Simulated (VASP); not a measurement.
# TiN (Fm-3m) in VASP: notebook

The runs below take TiN through single point, with r2SCAN.

All numbers are computed with VASP 6.6.1; they aren't measurements. Logs are shortened: lines on timing, memory, paths and dates and some standing lists are left out, and cuts for length are marked.

### Step 1. The cell of the first run

The structure is cubic, space group Fm-3m (No. 225). Conventional cell: a = 4.234 Å, b = 4.234 Å, c = 4.234 Å, α = 90.00°, β = 90.00°, γ = 90.00°. Ti (site symmetry m-3m) has 6 N at 2.12 Å within 2.8 Å. N (site symmetry m-3m) has 6 Ti at 2.12 Å within 2.8 Å.

### Step 2. Single point, r2SCAN

The input, POSCAR:

```
TiN
1.0
    0.0000000000      2.1169035900      2.1169035900
    2.1169035900      0.0000000000      2.1169035900
    2.1169035900      2.1169035900      0.0000000000
Ti N
1 1
Direct
    0.0000000000      0.0000000000      0.0000000000
    0.5000000000      0.5000000000      0.5000000000
```

The input, INCAR.step1:

```
SYSTEM = TiN
PREC = Accurate
ENCUT = 910
ISMEAR = -1
SIGMA = 0.1
LREAL = .FALSE.
LASPH = .TRUE.
NELM = 120
NBANDS = 16
GGA = PE
ALGO = Normal
EDIFF = 1E-5
LWAVE = .TRUE.
LCHARG = .FALSE.
GGA_COMPAT = .FALSE.
```

The input, INCAR.step2:

```
SYSTEM = TiN
PREC = Accurate
ENCUT = 910
EDIFF = 1E-6
ISMEAR = -1
SIGMA = 0.1
LREAL = .FALSE.
LASPH = .TRUE.
NELM = 120
ALGO = Normal
ISIF = 2
LWAVE = .FALSE.
LCHARG = .FALSE.
METAGGA = R2SCAN
LMIXTAU = .TRUE.
NBANDS = 16
ISTART = 1
GGA_COMPAT = .FALSE.
```

The input, KPOINTS:

```
Automatic mesh
0
G
  14 14 14
  0 0 0
```

Potentials or basis: VASP PAW PBE potentials, release 64 (Ti_sv, N_h).

On the command line:

```bash
cat potpaw_PBE.64/Ti_sv/POTCAR potpaw_PBE.64/N_h/POTCAR > POTCAR
cp INCAR.step1 INCAR
mpirun -np 1 vasp_std > vasp.out
cp INCAR.step2 INCAR
mpirun -np 1 vasp_std > vasp.out
```

OUTCAR:

```text
SYSTEM = TiN
   PREC = Accurate
   ENCUT = 910
   EDIFF = 1E-6
   ISMEAR = -1
   LREAL = .FALSE.
   LASPH = .TRUE.
   NELM = 120
   ISIF = 2
   METAGGA = R2SCAN
   ISTART = 1

 ion  position               nearest neighbor table
   1  0.000  0.000  0.000-   2 2.12   2 2.12   2 2.12   2 2.12   2 2.12   2 2.12
   2  0.500  0.500  0.500-   1 2.12   1 2.12   1 2.12   1 2.12   1 2.12   1 2.12

  LATTYP: Found a face centered cubic cell.
 ALAT       =     4.2338071800

  Lattice vectors:

 A1 = (   0.0000000000,   2.1169035900,   2.1169035900)
 A2 = (   2.1169035900,   0.0000000000,   2.1169035900)
 A3 = (   2.1169035900,   2.1169035900,   0.0000000000)

Analysis of symmetry for initial positions (statically):
=====================================================================
 Subroutine PRICEL returns:
 Original cell was already a primitive cell.

 Routine SETGRP: Setting up the symmetry group for a
 face centered cubic supercell.

 Subroutine GETGRP returns: Found 48 space group operations
 (whereof 48 operations were pure point group operations)
 out of a pool of 48 trial point group operations.

The static configuration has the point symmetry O_h .

Analysis of symmetry for dynamics (positions and initial velocities):
=====================================================================
 Subroutine PRICEL returns:
 Original cell was already a primitive cell.

 Routine SETGRP: Setting up the symmetry group for a
 face centered cubic supercell.

 Subroutine GETGRP returns: Found 48 space group operations
 (whereof 48 operations were pure point group operations)
 out of a pool of 48 trial point group operations.

The dynamic configuration has the point symmetry O_h .

 Subroutine INISYM returns: Found 48 space group operations
 (whereof 48 operations are pure point group operations),
 and found     1 'primitive' translations

----------------------------------------------------------------------------------------

                                     Primitive cell

  volume of cell :      18.9729

  direct lattice vectors                    reciprocal lattice vectors
     0.000000000  2.116903590  2.116903590    -0.236194035  0.236194035  0.236194035
     2.116903590  0.000000000  2.116903590     0.236194035 -0.236194035  0.236194035
     2.116903590  2.116903590  0.000000000     0.236194035  0.236194035 -0.236194035

  length of vectors
     2.993753767  2.993753767  2.993753767     0.409100069  0.409100069  0.409100069

  position of ions in fractional coordinates (direct lattice)
     0.000000000  0.000000000  0.000000000
     0.500000000  0.500000000  0.500000000

  ion indices of the primitive-cell ions
   primitive index   ion index
                 1           1
                 2           2

----------------------------------------------------------------------------------------

 KPOINTS: Automatic mesh

Automatic generation of k-mesh.
 Grid dimensions read from file:
 generate k-points for:   14   14   14

 Generating k-lattice:

  Cartesian coordinates                     Fractional coordinates (reciprocal lattice)
    -0.016871002  0.016871002  0.016871002     0.071428571  0.000000000  0.000000000
     0.016871002 -0.016871002  0.016871002     0.000000000  0.071428571  0.000000000
     0.016871002  0.016871002 -0.016871002     0.000000000  0.000000000  0.071428571

  Length of vectors
     0.029221433  0.029221433  0.029221433

  Shift w.r.t. Gamma in fractional coordinates (k-lattice)
     0.000000000  0.000000000  0.000000000

 Subroutine IBZKPT returns following result:
 ===========================================

 Found    104 irreducible k-points:

 Following reciprocal coordinates:
            Coordinates               Weight
  0.000000  0.000000  0.000000      1.000000
  0.071429  0.000000  0.000000      8.000000
  0.142857  0.000000  0.000000      8.000000
  0.214286  0.000000  0.000000      8.000000
  0.285714  0.000000  0.000000      8.000000
  0.357143  0.000000  0.000000      8.000000
[... 16 lines left out ...]
  0.214286  0.142857  0.000000     24.000000
  0.285714  0.142857  0.000000     24.000000
 [... further k-points ...]
   k-points           NKPTS =    104   k-points in BZ     NKDIM =    104   number of bands    NBANDS=     16
   number of dos      NEDOS =    301   number of ions     NIONS =      2
   total plane-waves  NPLWV =  27000
   dimension x,y,z NGX =    30 NGY =   30 NGZ =   30
   dimension x,y,z NGXF=    60 NGYF=   60 NGZF=   60
   ions per type =               1   1
   NGX,Y,Z   is equivalent  to a cutoff of  16.66, 16.66, 16.66 a.u.
   NGXF,Y,Z  is equivalent  to a cutoff of  33.32, 33.32, 33.32 a.u.
 SYSTEM =  TiN
   PREC   = accura    normal or accurate (medium, high low for compatibility)
   ISTART =      1    job   : 0-new  1-cont  2-samecut
   ICHARG =      0    charge: 1-file 2-atom 10-const
   ISPIN  =      1    spin polarized calculation?
   LNONCOLLINEAR =      F non collinear calculations
   LSORBIT =      F    spin-orbit coupling
   LASPH  =      T    aspherical Exc in radial PAW
   ENCUT  =  910.0 eV  66.88 Ry    8.18 a.u.   7.36  7.36  7.36*2*pi/ulx,y,z
   NELM   =    120;   NELMIN=  2; NELMDL=  0     # of ELM steps
   EDIFF  = 0.1E-05   stopping-criterion for ELM
   LREAL  =      F    real-space projection
   EDIFFG = 0.1E-04   stopping-criterion for IOM
   NSW    =      0    number of steps for IOM
   IBRION =     -1    ionic relax: 0-MD 1-quasi-New 2-CG
   NFREE  =      0    steps in history (QN), initial steepest desc. (CG)
   ISIF   =      2    stress and relaxation
   ISYM   =      2    0-nonsym 1-usesym 2-fastsym
   POTIM  = 0.5000    time-step for ionic-motion
   TEBEG  =    0.0;   TEEND  =   0.0 temperature during run
   PSTRESS=    0.0 pullay stress
   NELECT =      17.0000    total number of electrons
   NUPDOWN=      -1.0000    fix difference up-down
   EMIN   =  10.00;   EMAX   =-10.00  energy-range for DOS
   EFERMI =   0.00;   METHOD = LEGACY
   ISMEAR =    -1;   SIGMA  =   0.10  broadening in eV -4-tet -1-fermi 0-gaus
   EFERMI_NEDOS =   21; number of points for ismear=-14 and -15
   IALGO  =     38    algorithm
   IMIX   =      4    mixing-type and parameters
     AMIX     =   0.40;   BMIX     =  1.00
     AMIX_MAG =   1.60;   BMIX_MAG =  1.00
  volume/ion in A,a.u.               =       9.49        64.02
  Fermi-wavevector in a.u.,A,eV,Ry     =   1.578265  2.982489 33.891051  2.490922
  Thomas-Fermi vector in A             =   2.678822
   LORBIT       =      0    0 simple, 1 ext, 2 COOP (PROOUT), +10 PAW based schemes
   METAGGA = R2SCAN    functional components
   LHFCALC =     F    Hartree Fock is set to
   AEXX    =    0.0000 exact exchange contribution
   IVDW    =     0    specifies the selected vdW correction
   LEPSILON=     F    determine dielectric tensor
   LRPA    =     F    only Hartree local field effects (RPA)
 non-spin polarized calculation
  energy-cutoff  :      910.00
  volume of cell :       18.97
 maximum number of plane-waves:      1243
 NGX is ok and might be reduce to    30
   NGX = 15   NGY = 15   NGZ = 15

 number of electron      17.0000000 magnetization

 Free energy of the ion-electron system (eV)
  ---------------------------------------------------
  ext. energy  EPLUGINS =         0.00000000
  ---------------------------------------------------
  free energy    TOTEN  =       -26.02700240 eV

  energy without entropy =      -25.99856077  energy(sigma->0) =      -26.01278159

 E-fermi :  12.0901     XC(G=0): -13.9012

 val. band max:       12.0830975968   @ k =   0.3571   0.1429   0.0714
 cond. band min:      12.0949776115   @ k =  -0.0714   0.0714   0.0000
 fundamental gap:      0.0118800147
 Fermi energy:        12.0900705927

 k-point     1 :       0.0000    0.0000    0.0000
  band No.  band energies     occupation
      1     -48.2706      2.00000
      2     -23.2050      2.00000
      3     -23.2050      2.00000
      4     -23.2050      2.00000
      5      -6.2111      2.00000
      6       9.6963      2.00000
[... 8 lines left out ...]
     15      25.9831      0.00000
     16      32.4470      0.00000

 k-point     2 :       0.0714    0.0000    0.0000
  band No.  band energies     occupation
      1     -48.2656      2.00000
      2     -23.2401      2.00000
      3     -23.2078      2.00000
      4     -23.2078      2.00000
      5      -6.1103      2.00000
      6       9.1471      2.00000
[... 8 lines left out ...]
     15      26.0377      0.00000
     16      32.3151      0.00000

 k-point     3 :       0.1429    0.0000    0.0000
  band No.  band energies     occupation
      1     -48.2518      2.00000
      2     -23.3374      2.00000
      3     -23.2154      2.00000
      4     -23.2154      2.00000
      5      -5.8211      2.00000
      6       8.0216      2.00000
[... 8 lines left out ...]
     15      26.0230      0.00000
     16      31.8322      0.00000

 k-point     4 :       0.2143    0.0000    0.0000
  band No.  band energies     occupation
      1     -48.2317      2.00000
      2     -23.4754      2.00000
      3     -23.2264      2.00000
      4     -23.2264      2.00000
      5      -5.3815      2.00000
      6       6.7570      2.00000
[... 8 lines left out ...]
     15      25.7440      0.00000
     16      30.8872      0.00000
[... 324 lines left out ...]
 k-point    22 :       0.1429    0.1429    0.0000
  band No.  band energies     occupation
      1     -48.2456      2.00000
      2     -23.3268      2.00000
      3     -23.2448      2.00000
      4     -23.2448      2.00000
      5      -5.7313      2.00000
      6       7.1389      2.00000
[... 8 lines left out ...]
     15      26.2882      0.00000
     16      31.2141      0.00000

 k-point    23 :       0.2143    0.1429    0.0000
  band No.  band energies     occupation
      1     -48.2306      2.00000
      2     -23.4139      2.00000
      3     -23.2635      2.00000
      4     -23.2561      2.00000
      5      -5.4539      2.00000
      6       6.4109      2.00000
[... 8 lines left out ...]
     15      26.2499      0.00000
     16      30.6563      0.00000

 k-point    24 :       0.2857    0.1429    0.0000
  band No.  band energies     occupation
      1     -48.2111      2.00000
      2     -23.5355      2.00000
      3     -23.2799      2.00000
      4     -23.2682      2.00000
      5      -5.0702      2.00000
      6       5.7169      2.00000
[... 8 lines left out ...]
     15      25.8921      0.00000
     16      29.5800      0.00000

 [... further k-points ...]

------------------------ aborting loop because EDIFF is reached ----------------------------------------

  FORCE on cell =-STRESS in cart. coord.  units (eV):
  Direction    XX          YY          ZZ          XY          YZ          ZX
  --------------------------------------------------------------------------------------
  -------------------------------------------------------------------------------------
  Total        0.1523458      0.1523458      0.1523458      0.0000000      0.0000000     -0.0000000
  in kB       12.8649447     12.8649447     12.8649447      0.0000000      0.0000000     -0.0000000
  external PRESSURE =      12.8649447 kB  Pullay stress =       0.0000000 kB

 VOLUME and BASIS-vectors are now :
 -----------------------------------------------------------------------------
  energy-cutoff  :      910.00
  volume of cell :       18.97
      direct lattice vectors                 reciprocal lattice vectors
     0.000000000  2.116903590  2.116903590    -0.236194035  0.236194035  0.236194035
     2.116903590  0.000000000  2.116903590     0.236194035 -0.236194035  0.236194035
     2.116903590  2.116903590  0.000000000     0.236194035  0.236194035 -0.236194035

 POSITION                                       TOTAL-FORCE (eV/Angst)
 -----------------------------------------------------------------------------------
      0.00000      0.00000      0.00000        -0.000000      0.000000     -0.000000
      2.11690      2.11690      2.11690         0.000000     -0.000000      0.000000
 -----------------------------------------------------------------------------------
    total drift:                               -0.000000      0.000000      0.000000

  FREE ENERGIE OF THE ION-ELECTRON SYSTEM (eV)
  ---------------------------------------------------
  free  energy   TOTEN  =       -26.0270024011 eV

  energy  without entropy=      -25.9985607716  energy(sigma->0) =      -26.01278159
```

Wall time 2.7 min (1 thread of Intel Xeon 6975P-C (Granite Rapids), shared host); peak memory 0.22 GiB.

Results:

```
Free energy            : -26.0270 eV
Pressure               : 1.3 GPa
Band gap on the k mesh : zero (an odd number of electrons rules out a gap without spin polarisation)
```

Levels at points of the mesh, in eV from the Fermi level:
```csv
k point,band 5,band 6,band 7,band 8,band 9,band 10,band 11,band 12,band 13,band 14
"(0.00, 0.00, 0.00)",-18.30,-2.39,-2.39,-2.39,-0.62,-0.62,-0.62,0.59,0.59,5.92
"(0.50, 0.00, 0.00)",-15.85,-8.54,-5.94,-5.94,1.75,1.75,2.45,5.97,5.97,6.48
"(0.50, 0.50, 0.00)",-16.94,-6.29,-3.63,-3.63,-3.12,1.68,2.46,2.46,3.73,11.24
```

Caveat: the cutoff is under 1.25 times the usual one of these potentials, so pressure, stress and relaxed cells hold a basis-set (Pulay) error; the PAW data sets were made with another functional, which shifts forces and pressure a little.

### Step 3. Single point, r2SCAN

This run uses another cell than the first one, of 9.68 Å³/atom.

The input, POSCAR:

```
TiN
1.0
    0.0000000000      2.1309232300      2.1309232300
    2.1309232300      0.0000000000      2.1309232300
    2.1309232300      2.1309232300      0.0000000000
Ti N
1 1
Direct
    0.0000000000      0.0000000000      0.0000000000
    0.5000000000      0.5000000000      0.5000000000
```

The input, INCAR.step1:

```
SYSTEM = TiN
ALGO = Normal
EDIFF = 1E-5
ENCUT = 910
GGA = PE
GGA_COMPAT = .False.
ISMEAR = -1
LASPH = .True.
LCHARG = .False.
LREAL = .False.
LWAVE = .True.
NBANDS = 16
NELM = 120
PREC = Accurate
SIGMA = 0.1
```

The input, INCAR.step2:

```
SYSTEM = TiN
ALGO = Normal
EDIFF = 1E-6
ENCUT = 910
GGA_COMPAT = .False.
ISIF = 2
ISMEAR = -1
ISTART = 1
LASPH = .True.
LCHARG = .True.
LELF = .True.
LMIXTAU = .True.
LREAL = .False.
LVHAR = .True.
LWAVE = .False.
METAGGA = R2SCAN
NBANDS = 16
NELM = 120
PREC = Accurate
SIGMA = 0.1
```

The input, KPOINTS:

```
k-points
0
Gamma
  14 14 14
  0 0 0
```

Potentials or basis: VASP PAW PBE potentials, release 64 (Ti_sv, N_h).

On the command line:

```bash
cat potpaw_PBE.64/Ti_sv/POTCAR potpaw_PBE.64/N_h/POTCAR > POTCAR
cp INCAR.step1 INCAR
mpirun -np 1 vasp_std > vasp.out
cp INCAR.step2 INCAR
mpirun -np 1 vasp_std > vasp.out
```

It took 3 min on 1 thread of Intel Xeon 6975P-C (Granite Rapids), shared host; peak memory 0.22 GiB.

It converged, with:

```
Free energy            : -26.0238 eV
Pressure               : -4.4 GPa
Band gap on the k mesh : zero (an odd number of electrons rules out a gap without spin polarisation)
```

Levels at points of the mesh, in eV from the Fermi level:
```tsv
k point	band 7	band 8	band 9	band 10	band 11	band 12
(0.00, 0.00, 0.00)	-2.36	-2.36	-0.61	-0.61	-0.61	0.57
(0.50, 0.00, 0.00)	-5.83	-5.83	1.69	1.69	2.38	5.81
(0.50, 0.50, 0.00)	-3.59	-3.59	-3.03	1.63	2.38	2.38
```

Caveat: the cutoff is under 1.25 times the usual one of these potentials, so pressure, stress and relaxed cells hold a basis-set (Pulay) error; the cell stands under tension; the PAW data sets were made with another functional, which shifts forces and pressure a little.

[end of part 1 of 2]
